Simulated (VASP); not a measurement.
# Pt (P6_3/mmc) in VASP: further runs, part 2 of 2

VASP 6.6.1. The steps go on from the part before.

## (5) Single point, PBE

This run uses another cell than the first one, of 17.67 Å³/atom, 1.013 times its volume.

Input file INCAR:

```
PREC = Accurate
ENCUT = 520
EDIFF = 1E-6
ISMEAR = 0
SIGMA = 0.15
LREAL = False
LASPH = True
NELM = 80
ALGO = Normal
ISIF = 2
LWAVE = False
LCHARG = False
GGA = PE
NBANDS = 17
```

Input file KPOINTS:

```
regular mesh
0
Gamma
  18 18 10
```

Input file POSCAR:

```
Pt
1.0
    2.9034000000      0.0000000000      0.0000000000
   -1.4517000000      2.5144181573      0.0000000000
    0.0000000000      0.0000000000      4.8412000000
Pt
2
Direct
    0.6666666667      0.3333333333      0.7500000000
    0.3333333333      0.6666666667      0.2500000000
```

Potentials or basis: VASP PAW PBE potentials, release 64 (Pt).

Command:

```bash
> cat potpaw_PBE.64/Pt/POTCAR > POTCAR
> mpirun -np 1 vasp_std > vasp.out
```

OUTCAR:

```text
PREC = Accurate
   ENCUT = 520
   EDIFF = 1E-6
   ISMEAR = 0
   LREAL = False
   LASPH = True
   NELM = 80
   ISIF = 2
   GGA = PE

 ion  position               nearest neighbor table
   1  0.667  0.333  0.750-   2 2.94   2 2.94   2 2.94   2 2.94   2 2.94   2 2.94
   2  0.333  0.667  0.250-   1 2.94   1 2.94   1 2.94   1 2.94   1 2.94   1 2.94

  LATTYP: Found a hexagonal cell.
 ALAT       =     2.9034000000
 C/A-ratio  =     1.6674243990

  Lattice vectors:

 A1 = (   2.9034000000,   0.0000000000,   0.0000000000)
 A2 = (  -1.4517000000,   2.5144181573,   0.0000000000)
 A3 = (   0.0000000000,   0.0000000000,   4.8412000000)

Analysis of symmetry for initial positions (statically):
=====================================================================
 Subroutine PRICEL returns:
 Original cell was already a primitive cell.

 Routine SETGRP: Setting up the symmetry group for a
 hexagonal supercell.

 Subroutine GETGRP returns: Found 24 space group operations
 (whereof 12 operations were pure point group operations)
 out of a pool of 24 trial point group operations.

The static configuration has the point symmetry D_3d.
 The point group associated with its full space group is D_6h.

Analysis of symmetry for dynamics (positions and initial velocities):
=====================================================================
 Subroutine PRICEL returns:
 Original cell was already a primitive cell.

 Routine SETGRP: Setting up the symmetry group for a
 hexagonal supercell.

 Subroutine GETGRP returns: Found 24 space group operations
 (whereof 12 operations were pure point group operations)
 out of a pool of 24 trial point group operations.

The dynamic configuration has the point symmetry D_3d.
 The point group associated with its full space group is D_6h.

 Subroutine INISYM returns: Found 24 space group operations
 (whereof 12 operations are pure point group operations),
 and found     1 'primitive' translations

----------------------------------------------------------------------------------------

                                     Primitive cell

  volume of cell :      35.3425

  direct lattice vectors                    reciprocal lattice vectors
     2.903400000  0.000000000  0.000000000     0.344423779  0.198853162  0.000000000
    -1.451700000  2.514418157  0.000000000     0.000000000  0.397706323  0.000000000
     0.000000000  0.000000000  4.841200000     0.000000000  0.000000000  0.206560357

  length of vectors
     2.903400000  2.903400000  4.841200000     0.397706323  0.397706323  0.206560357

  position of ions in fractional coordinates (direct lattice)
     0.666666667  0.333333333  0.750000000
     0.333333333  0.666666667  0.250000000

  ion indices of the primitive-cell ions
   primitive index   ion index
                 1           1
                 2           2

----------------------------------------------------------------------------------------

 KPOINTS: regular mesh

Automatic generation of k-mesh.
 Grid dimensions read from file:
 generate k-points for:   18   18   10

 Generating k-lattice:

  Cartesian coordinates                     Fractional coordinates (reciprocal lattice)
     0.019134654  0.011047398  0.000000000     0.055555556 -0.000000000  0.000000000
     0.000000000  0.022094796  0.000000000     0.000000000  0.055555556  0.000000000
     0.000000000  0.000000000  0.020656036     0.000000000  0.000000000  0.100000000

  Length of vectors
     0.022094796  0.022094796  0.020656036

  Shift w.r.t. Gamma in fractional coordinates (k-lattice)
     0.000000000  0.000000000  0.000000000

 Subroutine IBZKPT returns following result:
 ===========================================

 Found    222 irreducible k-points:

 Following reciprocal coordinates:
            Coordinates               Weight
  0.000000  0.000000  0.000000      1.000000
  0.055556 -0.000000  0.000000      6.000000
  0.111111 -0.000000  0.000000      6.000000
  0.166667 -0.000000  0.000000      6.000000
  0.222222 -0.000000  0.000000      6.000000
  0.277778  0.000000  0.000000      6.000000
[... 16 lines left out ...]
  0.333333  0.111111  0.000000     12.000000
  0.388889  0.111111  0.000000     12.000000
 [... further k-points ...]
   k-points           NKPTS =    222   k-points in BZ     NKDIM =    222   number of bands    NBANDS=     17
   number of dos      NEDOS =    301   number of ions     NIONS =      2
   total plane-waves  NPLWV =  20736
   dimension x,y,z NGX =    24 NGY =   24 NGZ =   36
   dimension x,y,z NGXF=    48 NGYF=   48 NGZF=   72
   ions per type =               2
   NGX,Y,Z   is equivalent  to a cutoff of  13.74, 13.74, 12.36 a.u.
   NGXF,Y,Z  is equivalent  to a cutoff of  27.48, 27.48, 24.72 a.u.
 SYSTEM =  unknown system
   PREC   = accura    normal or accurate (medium, high low for compatibility)
   ISTART =      0    job   : 0-new  1-cont  2-samecut
   ICHARG =      2    charge: 1-file 2-atom 10-const
   ISPIN  =      1    spin polarized calculation?
   LNONCOLLINEAR =      F non collinear calculations
   LSORBIT =      F    spin-orbit coupling
   LASPH  =      T    aspherical Exc in radial PAW
   ENCUT  =  520.0 eV  38.22 Ry    6.18 a.u.   5.40  5.40  9.00*2*pi/ulx,y,z
   NELM   =     80;   NELMIN=  2; NELMDL= -5     # of ELM steps
   EDIFF  = 0.1E-05   stopping-criterion for ELM
   LREAL  =      F    real-space projection
   EDIFFG = 0.1E-04   stopping-criterion for IOM
   NSW    =      0    number of steps for IOM
   IBRION =     -1    ionic relax: 0-MD 1-quasi-New 2-CG
   NFREE  =      0    steps in history (QN), initial steepest desc. (CG)
   ISIF   =      2    stress and relaxation
   ISYM   =      2    0-nonsym 1-usesym 2-fastsym
   POTIM  = 0.5000    time-step for ionic-motion
   TEBEG  =    0.0;   TEEND  =   0.0 temperature during run
   PSTRESS=    0.0 pullay stress
   NELECT =      20.0000    total number of electrons
   NUPDOWN=      -1.0000    fix difference up-down
   EMIN   =  10.00;   EMAX   =-10.00  energy-range for DOS
   EFERMI =   0.00;   METHOD = LEGACY
   ISMEAR =     0;   SIGMA  =   0.15  broadening in eV -4-tet -1-fermi 0-gaus
   EFERMI_NEDOS =   21; number of points for ismear=-14 and -15
   IALGO  =     38    algorithm
   IMIX   =      4    mixing-type and parameters
     AMIX     =   0.40;   BMIX     =  1.00
     AMIX_MAG =   1.60;   BMIX_MAG =  1.00
  volume/ion in A,a.u.               =      17.67       119.25
  Fermi-wavevector in a.u.,A,eV,Ry     =   1.354105  2.558888 24.947650  1.833601
  Thomas-Fermi vector in A             =   2.481305
   LORBIT       =      0    0 simple, 1 ext, 2 COOP (PROOUT), +10 PAW based schemes
   GGA     = PE    functional components
   LHFCALC =     F    Hartree Fock is set to
   AEXX    =    0.0000 exact exchange contribution
   IVDW    =     0    specifies the selected vdW correction
   LEPSILON=     F    determine dielectric tensor
   LRPA    =     F    only Hartree local field effects (RPA)
 non-spin polarized calculation
 Gauss-broadening in eV      SIGMA  =   0.15
  energy-cutoff  :      520.00
  volume of cell :       35.34
 maximum number of plane-waves:       978
 NGX is ok and might be reduce to    24
   NGX = 11   NGY = 11   NGZ = 19

 number of electron      20.0000000 magnetization

 Free energy of the ion-electron system (eV)
  ---------------------------------------------------
  ext. energy  EPLUGINS =         0.00000000
  ---------------------------------------------------
  free energy    TOTEN  =       -11.80148017 eV

  energy without entropy =      -11.74244592  energy(sigma->0) =      -11.77196304

 E-fermi :   8.4587     XC(G=0): -12.5522

 val. band max:        8.4556911456   @ k =   0.3889   0.1667   0.1000
 cond. band min:       8.4624860125   @ k =   0.3889   0.2222   0.4000
 fundamental gap:      0.0067948668
 Fermi energy:         8.4587048192

 k-point     1 :       0.0000    0.0000    0.0000
  band No.  band energies     occupation
      1      -0.0839      2.00000
      2       2.5861      2.00000
      3       5.4264      2.00000
      4       5.6464      2.00000
      5       5.6464      2.00000
      6       5.9970      2.00000
[... 9 lines left out ...]
     16      25.6919      0.00000
     17      27.6885      0.00000
[... 441 lines left out ...]
 k-point    24 :       0.3889    0.1111    0.0000
  band No.  band energies     occupation
      1       3.3494      2.00000
      2       3.4954      2.00000
      3       3.8542      2.00000
      4       5.5593      2.00000
      5       5.7497      2.00000
      6       5.8579      2.00000
[... 9 lines left out ...]
     16      19.7226      0.00000
     17      21.8400      0.00000

 [... further k-points ...]
[... 5 lines left out ...]
  --------------------------------------------------------------------------------------
  -------------------------------------------------------------------------------------
  Total       -4.9176911     -4.9176911     -3.8904007     -0.0000000      0.0000000      0.0000000
  in kB     -222.9330318   -222.9330318   -176.3630140     -0.0000000      0.0000000      0.0000000
  external PRESSURE =    -207.4096925 kB  Pullay stress =       0.0000000 kB

 VOLUME and BASIS-vectors are now :
 -----------------------------------------------------------------------------
  energy-cutoff  :      520.00
  volume of cell :       35.34
      direct lattice vectors                 reciprocal lattice vectors
     2.903400000  0.000000000  0.000000000     0.344423779  0.198853162  0.000000000
    -1.451700000  2.514418157  0.000000000     0.000000000  0.397706323  0.000000000
     0.000000000  0.000000000  4.841200000     0.000000000  0.000000000  0.206560357

 POSITION                                       TOTAL-FORCE (eV/Angst)
 -----------------------------------------------------------------------------------
      1.45170      0.83814      3.63090        -0.000000      0.000000      0.000000
     -0.00000      1.67628      1.21030         0.000000     -0.000000      0.000000
 -----------------------------------------------------------------------------------
    total drift:                               -0.000000      0.000000     -0.000000

  FREE ENERGIE OF THE ION-ELECTRON SYSTEM (eV)
  ---------------------------------------------------
  free  energy   TOTEN  =       -11.8014801734 eV

  energy  without entropy=      -11.7424459158  energy(sigma->0) =      -11.77196304
```

OSZICAR:

```text
N       E                     dE             d eps       ncg     rms          rms(c)
DAV:   1     0.993183377889E+02    0.99318E+02   -0.10253E+04  7548   0.111E+03
DAV:   2    -0.106228341259E+02   -0.10994E+03   -0.10396E+03  8142   0.236E+02
DAV:   3    -0.125368893009E+02   -0.19141E+01   -0.18796E+01  9301   0.305E+01
DAV:   4    -0.125473343636E+02   -0.10445E-01   -0.10435E-01  8921   0.237E+00
DAV:   5    -0.125474452635E+02   -0.11090E-03   -0.11090E-03  9329   0.260E-01    0.116E+01
DAV:   6    -0.118447514613E+02    0.70269E+00   -0.13092E+00  7850   0.990E+00    0.628E+00
DAV:   7    -0.118054155240E+02    0.39336E-01   -0.11090E-01  9145   0.281E+00    0.296E+00
DAV:   8    -0.118017008254E+02    0.37147E-02   -0.89223E-03  8182   0.692E-01    0.573E-01
DAV:   9    -0.118014685987E+02    0.23223E-03   -0.22007E-04  8707   0.121E-01    0.269E-02
DAV:  10    -0.118014804741E+02   -0.11875E-04   -0.69113E-06  9439   0.214E-02    0.151E-02
DAV:  11    -0.118014801734E+02    0.30071E-06   -0.17987E-07  4741   0.337E-03
   1 F= -.11801480E+02 E0= -.11771963E+02  d E =-.590343E-01
```

stdout:

```text
POSCAR found type information on POSCAR Pt
 POSCAR found :  1 types and       2 ions
 scaLAPACK will be used
 LDA part: xc-table for (Slater+PW92), standard interpolation
 POSCAR, INCAR and KPOINTS ok, starting setup
 FFT: planning ... GRIDC
 FFT: planning ... GRID_SOFT
 FFT: planning ... GRID
 WAVECAR not read
 entering main loop
```

Wall time 34 s (1 thread of Intel Xeon 6975P-C (Granite Rapids), shared host); peak memory 0.23 GiB.

What came out:

| Quantity | Value |
| --- | --- |
| Free energy | -11.8015 eV |
| Pressure | -20.7 GPa |
| Band gap on the k mesh | zero (band 10 reaches 8.74 eV, above the bottom of band 11 at 7.75 eV) |

Stress tensor (GPa, compression positive):
```
-22.29   0.00   0.00
  0.00 -22.29   0.00
  0.00   0.00 -17.64
```

Levels at points of the mesh, in eV from the Fermi level:
```csv
k point,band 8,band 9,band 10,band 11,band 12,band 13
"(0.00, 0.00, 0.00)",-1.72,-1.72,-0.21,-0.21,0.03,4.47
"(0.50, 0.00, 0.00)",0.07,0.08,0.28,1.99,3.19,6.94
"(0.00, 0.00, 0.50)",-2.85,-0.71,-0.71,-0.71,-0.71,11.96
"(0.50, 0.00, 0.50)",-0.62,0.19,0.19,1.76,1.76,5.53
```

Caveat: spin-orbit coupling is left out, which moves the levels of the heavy elements.

## (6) Single point, PBE

This run uses another cell than the first one, of 17.72 Å³/atom, 1.015 times its volume.

Input file INCAR:

```
  PREC = Accurate
  ENCUT = 520
  EDIFF = 1E-6
  ISMEAR = 0
  SIGMA = 0.15
  LREAL = False
  LASPH = True
  NELM = 100
  ALGO = Fast
  ISIF = 2
  LWAVE = False
  LCHARG = True
  GGA = PE
  LELF = True
  LVHAR = True
  NBANDS = 17
```

KPOINTS is that of step 5.

Input file POSCAR:

```
Pt
1.0
    2.8551000000      0.0000000000      0.0000000000
   -1.4275500000      2.4725891303      0.0000000000
    0.0000000000      0.0000000000      5.0205000000
Pt
2
Direct
    0.6666666667      0.3333333333      0.7500000000
    0.3333333333      0.6666666667      0.2500000000
```

Potentials or basis: VASP PAW PBE potentials, release 64 (Pt).

Command:

```bash
> cat potpaw_PBE.64/Pt/POTCAR > POTCAR
> mpirun -np 1 vasp_std > vasp.out
```

Wall time 40 s (1 thread of Intel Xeon 6975P-C (Granite Rapids), shared host); peak memory 0.24 GiB.

The run converged. Its results:

```yaml
Free_energy: -11.8126 eV
Pressure: -20.7 GPa
Band_gap_on_the_k_mesh: zero (band 10 reaches 8.81 eV, above the bottom of band 11 at 7.76 eV)
```

Stress tensor (GPa, compression positive):
```
-21.02   0.00   0.00
  0.00 -21.02   0.00
  0.00   0.00 -19.94
```

Levels at points of the mesh, in eV from the Fermi level:
```
           k point  band 8  band 9  band 10  band 11  band 12  band 13
(0.00, 0.00, 0.00)   -1.40   -1.40    -0.27    -0.17    -0.17     3.85
(0.50, 0.00, 0.00)   -0.04    0.27     0.42     2.11     3.42     6.71
(0.00, 0.00, 0.50)   -2.82   -0.64    -0.64    -0.64    -0.64    10.84
(0.50, 0.00, 0.50)   -0.61    0.35     0.35     1.80     1.80     5.71
```

Caveat: spin-orbit coupling is left out, which moves the levels of the heavy elements.

## (7) The runs side by side

```tsv
cell	gap on the mesh (eV)	pressure (GPa)
a = 2.903, b = 2.903, c = 4.781 Å, angles 90.0, 90.0, 120.0°, 2 atoms	none	-19.1
a = 2.855, b = 2.855, c = 4.961 Å, angles 90.0, 90.0, 120.0°, 2 atoms	none	-19.4
a = 2.952, b = 2.952, c = 4.662 Å, angles 90.0, 90.0, 120.0°, 2 atoms	none	-19.6
a = 2.903, b = 2.903, c = 4.841 Å, angles 90.0, 90.0, 120.0°, 2 atoms	none	-20.7
a = 2.855, b = 2.855, c = 5.021 Å, angles 90.0, 90.0, 120.0°, 2 atoms	none	-20.7
```

Alike in all rows: task single point; level PBE; potentials or basis VASP PAW PBE potentials, release 64 (Pt); no spin polarisation; k mesh 18 × 18 × 10; cutoff (eV) 520; smearing gaussian 0.15 eV.

Caveats: spin-orbit coupling is left out, which moves the levels of the heavy elements.

Total energies depend on the potentials used, so only differences within one code and one set of settings carry meaning.
